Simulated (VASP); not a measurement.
# Si (P6_3/mmc) in VASP: a series of runs

Si is run at these levels: LDA; tasks: single point.

Everything below comes from runs of VASP 6.6.1. Logs are shortened: lines on timing, memory, paths and dates and some standing lists are left out, and cuts for length are marked.

### 1 The cell of the first run

Symmetry: P6_3/mmc, No. 194, hexagonal system. Conventional cell: a = 3.967 Å, b = 3.967 Å, c = 5.775 Å, α = 90.00°, β = 90.00°, γ = 120.00°. Within 2.9 Å of Si (site symmetry 3m) lie 4 Si at 2.21 to 2.39 Å.

This isn't the form of Si at room conditions, which is diamond.

### 2 Single point, LDA

INCAR

```
SYSTEM = Si
PREC = Accurate ; ENCUT = 520
EDIFF = 1E-6 ; ISMEAR = 0
SIGMA = 0.03 ; LREAL = .False.
LASPH = .True. ; NELM = 60
ALGO = Normal ; ISIF = 2
LWAVE = .False. ; LCHARG = .False.
NBANDS = 16
```

KPOINTS

```
regular mesh
0
Gamma
  12 12 6
  0 0 0
```

POSCAR

```
Si
1.0
    3.9671651941      0.0000000000      0.0000000000
   -1.9835825971      3.4356658391      0.0000000000
    0.0000000000      0.0000000000      5.7750023730
Si
4
Direct
    0.3333333333      0.6666666667      0.0582655800
    0.6666666667      0.3333333333      0.5582655800
    0.3333333333      0.6666666667      0.4417344200
    0.6666666667      0.3333333333      0.9417344200
```

Potentials or basis: VASP PAW LDA potentials, release 64 (Si).

Launch:

```
$ cat potpaw_LDA.64/Si/POTCAR > POTCAR
$ mpirun -np 1 vasp_std > vasp.out
```

OUTCAR:

```text
SYSTEM = Si
   PREC = Accurate
   ENCUT = 520
   EDIFF = 1E-6
   ISMEAR = 0
   LREAL = .False.
   LASPH = .True.
   NELM = 60
   ISIF = 2

 ion  position               nearest neighbor table
   1  0.333  0.667  0.058-   3 2.21   4 2.39   4 2.39   4 2.39
   2  0.667  0.333  0.558-   4 2.21   3 2.39   3 2.39   3 2.39
   3  0.333  0.667  0.442-   1 2.21   2 2.39   2 2.39   2 2.39
   4  0.667  0.333  0.942-   2 2.21   1 2.39   1 2.39   1 2.39

  LATTYP: Found a hexagonal cell.
 ALAT       =     3.9671651941
 C/A-ratio  =     1.4557000000

  Lattice vectors:

 A1 = (   3.9671651941,   0.0000000000,   0.0000000000)
 A2 = (  -1.9835825971,   3.4356658391,   0.0000000000)
 A3 = (   0.0000000000,   0.0000000000,   5.7750023730)

Analysis of symmetry for initial positions (statically):
=====================================================================
 Subroutine PRICEL returns:
 Original cell was already a primitive cell.

 Routine SETGRP: Setting up the symmetry group for a
 hexagonal supercell.

 Subroutine GETGRP returns: Found 24 space group operations
 (whereof 12 operations were pure point group operations)
 out of a pool of 24 trial point group operations.

The static configuration has the point symmetry D_3d.
 The point group associated with its full space group is D_6h.

Analysis of symmetry for dynamics (positions and initial velocities):
=====================================================================
 Subroutine PRICEL returns:
 Original cell was already a primitive cell.

 Routine SETGRP: Setting up the symmetry group for a
 hexagonal supercell.

 Subroutine GETGRP returns: Found 24 space group operations
 (whereof 12 operations were pure point group operations)
 out of a pool of 24 trial point group operations.

The dynamic configuration has the point symmetry D_3d.
 The point group associated with its full space group is D_6h.

 Subroutine INISYM returns: Found 24 space group operations
 (whereof 12 operations are pure point group operations),
 and found     1 'primitive' translations

----------------------------------------------------------------------------------------

                                     Primitive cell

  volume of cell :      78.7124

  direct lattice vectors                    reciprocal lattice vectors
     3.967165194  0.000000000  0.000000000     0.252069160  0.145532198  0.000000000
    -1.983582597  3.435665839  0.000000000     0.000000000  0.291064395  0.000000000
[... 93 lines left out ...]
   IBRION =     -1    ionic relax: 0-MD 1-quasi-New 2-CG
   NFREE  =      0    steps in history (QN), initial steepest desc. (CG)
   ISIF   =      2    stress and relaxation
   ISYM   =      2    0-nonsym 1-usesym 2-fastsym
   POTIM  = 0.5000    time-step for ionic-motion
   TEBEG  =    0.0;   TEEND  =   0.0 temperature during run
   PSTRESS=    0.0 pullay stress
   NELECT =      16.0000    total number of electrons
   NUPDOWN=      -1.0000    fix difference up-down
   EMIN   =  10.00;   EMAX   =-10.00  energy-range for DOS
   EFERMI =   0.00;   METHOD = LEGACY
   ISMEAR =     0;   SIGMA  =   0.03  broadening in eV -4-tet -1-fermi 0-gaus
   EFERMI_NEDOS =   21; number of points for ismear=-14 and -15
   IALGO  =     38    algorithm
   IMIX   =      4    mixing-type and parameters
     AMIX     =   0.40;   BMIX     =  1.00
     AMIX_MAG =   1.60;   BMIX_MAG =  1.00
  volume/ion in A,a.u.               =      19.68       132.79
  Fermi-wavevector in a.u.,A,eV,Ry     =   0.962573  1.818999 12.606436  0.926547
  Thomas-Fermi vector in A             =   2.092044
   LORBIT       =      0    0 simple, 1 ext, 2 COOP (PROOUT), +10 PAW based schemes
   GGA     = CA    functional components
   LHFCALC =     F    Hartree Fock is set to
   AEXX    =    0.0000 exact exchange contribution
   IVDW    =     0    specifies the selected vdW correction
   LEPSILON=     F    determine dielectric tensor
   LRPA    =     F    only Hartree local field effects (RPA)
 non-spin polarized calculation
 Gauss-broadening in eV      SIGMA  =   0.03
  energy-cutoff  :      520.00
  volume of cell :       78.71
 maximum number of plane-waves:      2157
 NGX is ok and might be reduce to    30
   NGX = 15   NGY = 15   NGZ = 21

 number of electron      15.9999998 magnetization

 Free energy of the ion-electron system (eV)
  ---------------------------------------------------
  ext. energy  EPLUGINS =         0.00000000
  ---------------------------------------------------
  free energy    TOTEN  =       -23.27568088 eV

  energy without entropy =      -23.27545847  energy(sigma->0) =      -23.27556968

 E-fermi :   5.9430     XC(G=0):  -9.6576

 val. band max:        5.9369973780   @ k =   0.4167   0.0000   0.0000
 cond. band min:       5.9814946728   @ k =   0.5000   0.0000   0.1667
 fundamental gap:      0.0444972948
 Fermi energy:         5.9429816371

 k-point     1 :       0.0000    0.0000    0.0000
  band No.  band energies     occupation
      1      -6.1779      2.00000
      2      -2.9598      2.00000
      3      -1.1205      2.00000
      4       3.9588      2.00000
      5       3.9588      2.00000
      6       5.7201      2.00000
[... 433 lines left out ...]
      3      -1.0786      2.00000
      4       1.5205      2.00000
      5       1.6676      2.00000
      6       2.9350      2.00000
[... 8 lines left out ...]
     15      12.4982      0.00000
     16      13.2770      0.00000

 [... further k-points ...]

------------------------ aborting loop because EDIFF is reached ----------------------------------------

  FORCE on cell =-STRESS in cart. coord.  units (eV):
  Direction    XX          YY          ZZ          XY          YZ          ZX
  --------------------------------------------------------------------------------------
  -------------------------------------------------------------------------------------
  Total       -3.8766875     -3.8766875      9.9630630      0.0000000      0.0000000      0.0000000
  in kB      -78.9092658    -78.9092658    202.7963297      0.0000000      0.0000000      0.0000000
  external PRESSURE =      14.9925994 kB  Pullay stress =       0.0000000 kB

 VOLUME and BASIS-vectors are now :
 -----------------------------------------------------------------------------
  energy-cutoff  :      520.00
  volume of cell :       78.71
      direct lattice vectors                 reciprocal lattice vectors
     3.967165194  0.000000000  0.000000000     0.252069160  0.145532198  0.000000000
    -1.983582597  3.435665839  0.000000000     0.000000000  0.291064395  0.000000000
     0.000000000  0.000000000  5.775002373     0.000000000  0.000000000  0.173160102

 POSITION                                       TOTAL-FORCE (eV/Angst)
 -----------------------------------------------------------------------------------
     -0.00000      2.29044      0.33648         0.000000     -0.000000     -1.003885
      1.98358      1.14522      3.22399         0.000000     -0.000000     -1.003885
     -0.00000      2.29044      2.55102        -0.000000     -0.000000      1.003885
      1.98358      1.14522      5.43852        -0.000000      0.000000      1.003885
 -----------------------------------------------------------------------------------
    total drift:                               -0.000000      0.000000     -0.000000

  FREE ENERGIE OF THE ION-ELECTRON SYSTEM (eV)
  ---------------------------------------------------
  free  energy   TOTEN  =       -23.2756808792 eV

  energy  without entropy=      -23.2754584742  energy(sigma->0) =      -23.27556968
```

OSZICAR:

```text
N       E                     dE             d eps       ncg     rms          rms(c)
DAV:   1     0.245664925677E+02    0.24566E+02   -0.59337E+03  2432   0.818E+02
DAV:   2    -0.220045770683E+02   -0.46571E+02   -0.42203E+02  3304   0.123E+02
DAV:   3    -0.238925202350E+02   -0.18879E+01   -0.18712E+01  3296   0.231E+01
DAV:   4    -0.239161203499E+02   -0.23600E-01   -0.23593E-01  3008   0.332E+00
DAV:   5    -0.239165636038E+02   -0.44325E-03   -0.44319E-03  3416   0.431E-01    0.735E+00
DAV:   6    -0.234602550151E+02    0.45631E+00   -0.21936E-01  2928   0.233E+00    0.435E+00
DAV:   7    -0.232764955557E+02    0.18376E+00   -0.39524E-01  3040   0.305E+00    0.454E-01
DAV:   8    -0.232757413871E+02    0.75417E-03   -0.44027E-02  2896   0.121E+00    0.321E-01
DAV:   9    -0.232761759826E+02   -0.43460E-03   -0.30032E-03  3072   0.316E-01    0.148E-01
DAV:  10    -0.232756704717E+02    0.50551E-03   -0.12362E-03  2992   0.196E-01    0.544E-02
DAV:  11    -0.232756805938E+02   -0.10122E-04   -0.12425E-04  3248   0.552E-02    0.423E-02
DAV:  12    -0.232756808792E+02   -0.28542E-06   -0.26517E-06  3032   0.107E-02
   1 F= -.23275681E+02 E0= -.23275570E+02  d E =-.222405E-03
```

stdout:

```text
POSCAR found type information on POSCAR Si
 POSCAR found :  1 types and       4 ions
 scaLAPACK will be used
 LDA part: xc-table for (Slater(with rela. corr.)+CA(PZ))
 , standard interpolation
 POSCAR, INCAR and KPOINTS ok, starting setup
 FFT: planning ... GRIDC
 FFT: planning ... GRID_SOFT
 FFT: planning ... GRID
 WAVECAR not read
 entering main loop
```

Run time: 1.7 min. Hardware: 1 thread of Intel Xeon Platinum 8488C (Sapphire Rapids), shared host; peak memory 0.2 GiB.

What came out:

| Property | Result |
| --- | --- |
| Free energy | -23.2757 eV |
| Pressure | 1.5 GPa |
| Largest force | 1.004 eV/Å |
| Band gap on the k mesh | zero (bands 8 and 9 overlap by 0.36 eV) |

Forces on the atoms (eV/Å):
```
Si   0.000  0.000 -1.004
Si   0.000  0.000 -1.004
Si   0.000  0.000  1.004
Si   0.000  0.000  1.004
```

Stress tensor (GPa, compression positive):
```
-7.89  0.00  0.00
 0.00 -7.89  0.00
 0.00  0.00 20.28
```

Caveat: semilocal functionals underestimate gaps, so a narrow gap can read as zero; forces of over 1 eV/Å act on the atoms, so gaps and moduli don't describe the material at rest.

(Part 1 of 2 ends here.)
